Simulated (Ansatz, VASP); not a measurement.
# One calculation of ZnO, two programs

```
Zn O
1.0
     3.22650    0.00000    0.00000
    -1.61325    2.79423    0.00000
     0.00000    0.00000   10.47260
Zn O
4 4
Direct
  0.00000 0.00000 0.99938
  0.33333 0.66667 0.24956
  0.00000 0.00000 0.49938
  0.66667 0.33333 0.74956
  0.00000 0.00000 0.18815
  0.33333 0.66667 0.43790
  0.00000 0.00000 0.68815
  0.66667 0.33333 0.93790
```

Alike in both runs: task single point; functional PBE; k mesh 12 × 12 × 4; no spin polarisation.

|  | VASP | Ansatz |
| --- | --- | --- |
| version | VASP 6.6.1 | Ansatz 0.2.0 |
| potentials or method | VASP PAW PBE potentials, release 64 (Zn, O) | plane waves, PAW |
| plane-wave cutoff (eV) | 520 | 420 |
| occupations | gaussian, width 0.01 eV | fixed |
| valence electrons in the cell | 72 | 72 |

```tsv
	VASP	Ansatz	Ansatz less VASP
gap on the k mesh at the Fermi level (eV)	0.74	0.75	+0.014
pressure (GPa)	7.1	6.1	-1.07
rms of the force components (eV/Å)	0.003	0.003	-0.0008
```

Atom by atom the forces differ by 0.001 eV/Å (rms over components).
